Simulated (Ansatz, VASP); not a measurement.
## HfO2: VASP beside Ansatz

```
Hf O
1.0
     0.00000    2.55750    2.55750
     2.55750    0.00000    2.55750
     2.55750    2.55750    0.00000
Hf O
1 2
Direct
  0.00000 0.00000 0.00000
  0.75000 0.75000 0.75000
  0.25000 0.25000 0.25000
```

Alike in both runs: task single point; functional PBE; dispersion D3(BJ); k mesh 7 × 7 × 7; occupations fermi-dirac, width 0.05 eV; non-collinear spin, spin-orbit coupling.

```csv
,VASP,Ansatz
version,VASP 6.6.1,Ansatz 0.2.0
potentials or method,"VASP PAW PBE potentials, release 64 (Hf_pv, O)",Ansatz PAW
plane-wave cutoff (eV),520,420
valence electrons in the cell,22,38
```

```tsv
	VASP	Ansatz	Ansatz less VASP
pressure (GPa)	-9.4	-6.2	+3.18
net moment per atom (μB)	0.00	0.00	0.000
```

VASP's potentials hold 22 valence electrons a cell and Ansatz's 38, so a difference there can come from the potentials and not from the codes.

Noted on Ansatz's run: odd divisions of the mesh miss points on the zone boundary, where band edges often lie, so the gap on the mesh can be too wide.
